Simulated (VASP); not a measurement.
Crystal: InP.

```xyz
2
Lattice="0.0000 2.9520 2.9520 2.9520 0.0000 2.9520 2.9520 2.9520 0.0000" Properties=species:S:1:pos:R:3 pbc="T T T"
In    0.0000    0.0000    0.0000
P     4.4280    4.4280    4.4280
```

```yaml
Program: VASP 6.6.1
Task: relaxation of cell and atoms
Functional: LDA
Potentials_or_basis: VASP PAW LDA potentials, release 64 (In_d, P)
Cutoff: 600 eV
k_mesh: 14 × 14 × 14
Occupations: gaussian, width 0.02 eV
Spin: no spin polarisation
```

At the start: pressure -2.5 GPa; volume 25.72 Å³/atom.

Task: How do energy, volume and symmetry change on relaxing?

Result: Over 6 steps the energy falls by 7.8 meV/atom and the volume is 24.75 Å³/atom (-3.8 %); space group F-43m (No. 216, to 0.1 Å) before and after.

The path:
```tsv
step	energy change (eV)	largest force (eV/Å)	pressure (GPa)	volume (Å³)
1	0.0000	0.0000	-2.52	51.45
2	-0.0109	0.0000	1.55	48.50
3	-0.0157	0.0000	-0.02	49.52
4	-0.0157	0.0000	0.05	49.48
5	-0.0157	0.0000	-0.03	49.53
6	-0.0157	0.0000	0.01	49.51
```

Final structure:
```cif
data_structure
_symmetry_space_group_name_H-M 'P 1'
_symmetry_Int_Tables_number 1
_cell_length_a 4.1216
_cell_length_b 4.1216
_cell_length_c 4.1216
_cell_angle_alpha 60.000
_cell_angle_beta 60.000
_cell_angle_gamma 60.000
_cell_volume 49.51
loop_
_atom_site_label
_atom_site_type_symbol
_atom_site_fract_x
_atom_site_fract_y
_atom_site_fract_z
_atom_site_occupancy
In1 In 0.00000 0.00000 0.00000 1
P1 P 0.75000 0.75000 0.75000 1
```
